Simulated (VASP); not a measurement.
# H3C2N in VASP: a series of runs, part 2 of 2

VASP 6.6.1. Earlier steps stand in the parts before.

## 3. Single point, PBE

Input file INCAR:

```
PREC = Accurate ; ENCUT = 520
EDIFF = 1E-6 ; ISMEAR = -1
SIGMA = 0.05 ; LREAL = Auto
LASPH = True ; NELM = 100
ALGO = Normal ; ISIF = 2
LWAVE = False ; LCHARG = False
GGA = PE ; NBANDS = 72
```

Input file KPOINTS:

```
regular mesh
0
Gamma
  1 1 1
```

Input file POSCAR:

```
H3C2N
1.0
    8.0517480000      0.0000000000      0.0000000000
    0.0000000000      8.0517480000      0.0000000000
    0.0000000000      0.0000000000      8.0517480000
C N H
12 6 18
Direct
    0.6981092801      0.2458720765      0.9105973014
    0.8030430162      0.2758531439      0.7717578841
    0.4940169514      0.3444221056      0.3746888253
    0.4999411308      0.1873506225      0.4605832175
    0.1325923265      0.8809143058      0.4155991966
    0.0667308515      0.8912847248      0.5796505305
    0.0967740173      0.6198033023      1.0368555996
    0.2680784346      0.5993232774      0.9791911024
    0.2998479336      0.0284658685     -0.0530568021
    0.1876114354      0.1266681471      0.0517154784
    0.6595462252      0.6771573080      0.5954731817
    0.7318162466      0.6918000911      0.4233987452
    0.8866397706      0.2969541521      0.6534481705
    0.4968734739      0.0541124735      0.5101376745
    0.0107305892      0.9022264482      0.7114107396
    0.4096625975      0.5712672577      0.9534327204
    0.0966374010      0.1817866133      0.1511473037
    0.7849103077      0.6869688420      0.2921850013
    0.5771044995      0.2820132970      0.8779832652
    0.7025927786      0.1153289944      0.9505761979
    0.7380509176      0.3185519467      1.0212068237
    0.5964046565      0.4216103137      0.4072780221
    0.5136648589      0.3121434004      0.2455491652
    0.3816065779      0.4135499521      0.3732605640
    0.0687676763      0.9697645778      0.3363990030
    0.2650977154      0.9099763182      0.4192133186
    0.1169559703      0.7560345903      0.3546931672
    0.0142950326      0.5550223380      0.9505265192
    0.0931350559      0.5430994611      1.1495392056
    0.0430713927      0.7428200684      1.0462200258
    0.3300773944      0.0863415000     -0.1665601060
    0.4148664365     -0.0000745180      0.0166423490
    0.2323222237     -0.0887012361     -0.0762939923
    0.7525695042      0.6513492474      0.6818519407
    0.6054461714      0.7943119929      0.6216041535
    0.5828051250      0.5672557065      0.5984042223
```

Potentials or basis: VASP PAW PBE potentials, release 64 (C, N, H).

The run is started by

```
$ cat potpaw_PBE.64/C/POTCAR potpaw_PBE.64/N/POTCAR potpaw_PBE.64/H/POTCAR > POTCAR
$ mpirun -np 1 vasp_gam > vasp.out
```

OUTCAR:

```text
PREC = Accurate
   ENCUT = 520
   EDIFF = 1E-6
   ISMEAR = -1
   LREAL = Auto
   LASPH = True
   NELM = 100
   ISIF = 2
   GGA = PE

 ion  position               nearest neighbor table
   1  0.698  0.246  0.911-  19 1.05  20 1.10  21 1.11   2 1.42
   2  0.803  0.276  0.772-  13 1.18   1 1.42
   3  0.494  0.344  0.375-  24 1.06  22 1.07  23 1.08   4 1.44
   4  0.500  0.187  0.461-  14 1.14   3 1.44
   5  0.133  0.881  0.416-  25 1.09  26 1.09  27 1.13   6 1.43
   6  0.067  0.891  0.580-  15 1.16   5 1.43
   7  0.097  0.620  0.037-  30 1.08  28 1.09  29 1.10   8 1.46
   8  0.268  0.599  0.979-  16 1.18   7 1.46
   9  0.300  0.028  0.947-  31 1.05  33 1.10  32 1.11  10 1.47
  10  0.188  0.127  0.052-  17 1.17   9 1.47
  11  0.660  0.677  0.595-  34 1.04  35 1.06  36 1.08  12 1.51
  12  0.732  0.692  0.423-  18 1.14  11 1.51
  13  0.887  0.297  0.653-   2 1.18
  14  0.497  0.054  0.510-   4 1.14
  15  0.011  0.902  0.711-   6 1.16
[... 252 lines left out ...]
 cond. band min:       1.5513202877   @ k =   0.0000   0.0000   0.0000
 fundamental gap:      6.1124304292
 Fermi energy:        -3.2970505213

 k-point     1 :       0.0000    0.0000    0.0000
  band No.  band energies     occupation
      1     -20.0751      2.00000
      2     -19.6977      2.00000
      3     -19.6857      2.00000
      4     -19.5421      2.00000
      5     -19.4691      2.00000
      6     -19.2912      2.00000
[... 52 lines left out ...]
     59       3.0785      0.00000
     60       3.1038      0.00000
 [bands above 60 left out]

------------------------ aborting loop because EDIFF is reached ----------------------------------------

  FORCE on cell =-STRESS in cart. coord.  units (eV):
  Direction    XX          YY          ZZ          XY          YZ          ZX
  --------------------------------------------------------------------------------------
  -------------------------------------------------------------------------------------
  Total        4.1461880      5.6841562      6.6143643      1.5145619     -1.3010494      0.1392818
  in kB       12.7259158     17.4464095     20.3015019      4.6486526     -3.9933174      0.4274983
  external PRESSURE =      16.8246091 kB  Pullay stress =       0.0000000 kB

 VOLUME and BASIS-vectors are now :
 -----------------------------------------------------------------------------
  energy-cutoff  :      520.00
  volume of cell :      522.00
      direct lattice vectors                 reciprocal lattice vectors
     8.051748000  0.000000000  0.000000000     0.124196634  0.000000000  0.000000000
     0.000000000  8.051748000  0.000000000     0.000000000  0.124196634  0.000000000
     0.000000000  0.000000000  8.051748000     0.000000000  0.000000000  0.124196634

 POSITION                                       TOTAL-FORCE (eV/Angst)
 -----------------------------------------------------------------------------------
      5.62100      1.97970      7.33190         1.156177     -0.351680      1.558449
      6.46590      2.22110      6.21400         1.572115      0.134764     -1.830612
      3.97770      2.77320      3.01690         0.753238     -0.926334     -0.669061
      4.02540      1.50850      3.70850        -0.652725      2.156870     -0.870979
      1.06760      7.09290      3.34630         0.264290     -0.930544     -0.871208
      0.53730      7.17640      4.66720         0.008430     -0.348692     -0.500943
[... 28 lines left out ...]
      4.87490      6.39560      5.00500        -1.016461      0.791089      0.462658
      4.69260      4.56740      4.81820        -0.860558      0.067527      0.051424
 -----------------------------------------------------------------------------------
    total drift:                               -0.008831     -0.011072     -0.005609

  FREE ENERGIE OF THE ION-ELECTRON SYSTEM (eV)
  ---------------------------------------------------
  free  energy   TOTEN  =      -220.2751111763 eV

  energy  without entropy=     -220.2751111763  energy(sigma->0) =     -220.27511118
```

stdout:

```text
POSCAR found type information on POSCAR C N H
 POSCAR found :  3 types and      36 ions
 scaLAPACK will be used
 LDA part: xc-table for (Slater+PW92), standard interpolation
 POSCAR, INCAR and KPOINTS ok, starting setup
 FFT: planning ... GRIDC
 FFT: planning ... GRID_SOFT
 FFT: planning ... GRID
 WAVECAR not read
 entering main loop
```

Run time: 72 s. Hardware: 1 thread of Intel Xeon Platinum 8259CL at 2.50GHz (Skylake/Cascade Lake), shared host; peak memory 0.47 GiB.

Results:

```
Free energy            : -220.2751 eV
Pressure               : 1.7 GPa
Largest force          : 4.525 eV/Å
Band gap on the k mesh : 6.11 eV
```

Forces in eV/Å, atoms in the order of the input:
```
C    1.156 -0.352  1.558
C    1.572  0.135 -1.831
C    0.753 -0.926 -0.669
C   -0.653  2.157 -0.871
C    0.264 -0.931 -0.871
C    0.008 -0.349 -0.501
C    0.367 -1.319 -0.542
C    1.132  0.073  0.076
C   -0.608 -0.592  1.767
C    0.032 -0.218  0.386
C    0.536 -0.074 -2.752
C   -1.503 -0.524  4.235
N   -0.810  0.002  1.172
N    0.111 -2.167  1.160
N   -0.403 -0.014  1.093
N   -1.504  0.301  0.016
N    0.409  0.142 -0.692
N    1.135  0.110 -2.945
H   -1.687  0.407 -0.191
H   -0.009 -0.051 -0.262
H   -0.073 -0.033 -0.418
H    0.735  0.508  0.270
H    0.164 -0.024 -0.668
H   -1.174  0.300  0.585
H   -0.077  0.339 -0.177
H    0.184  0.133 -0.049
H   -0.060  0.645  0.713
H   -0.052 -0.165 -0.268
H   -0.370  0.377  0.309
H    0.340  0.442  0.312
H    0.203  0.622 -1.290
H   -0.238  0.071 -0.103
H    0.290  0.236 -0.237
H    1.707 -0.121  1.170
H   -1.016  0.791  0.463
H   -0.861  0.068  0.051
```

Caveat: the k points lie up to 0.78 Å⁻¹ apart.
